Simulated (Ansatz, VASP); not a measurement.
**Si2Mo in VASP and in Ansatz**

```
Si Mo
1.0
     3.80373    0.00000    0.00000
    -1.90186    3.29413    0.00000
     0.00000    0.00000    8.62130
Si Mo
4 2
Direct
  0.50000 0.00000 0.00000
  0.00000 0.50000 0.00000
  0.50000 0.50000 0.00000
  0.00000 0.00000 0.00000
  0.33333 0.66667 0.50000
  0.66667 0.33333 0.50000
```

Alike in both runs: task relaxation of cell and atoms; functional PBE; k mesh 6 × 6 × 2; occupations gaussian, width 0.1 eV; no spin polarisation.

|  | VASP | Ansatz |
| --- | --- | --- |
| version | VASP 6.6.1 | Ansatz 0.2.0 |
| potentials or method | VASP PAW PBE potentials, release 64 (Si, Mo_sv), cutoff 600 eV | scalar-relativistic, plane waves, PAW |
| valence electrons in the cell | 44 | 44 |

```csv
,VASP,Ansatz,Ansatz less VASP
"gap on the k mesh at the Fermi level, each at its own relaxed structure (eV)",none,none,-
relaxed volume (Å³/atom),16.15,16.17,+0.023
relaxed cell length with the largest relative difference (Å),5.217,5.224,+0.0067
```

A gap of «none» marks a metal or a gap that the smearing closes.

The k mesh is coarse, so the values compare programs but aren't converged.
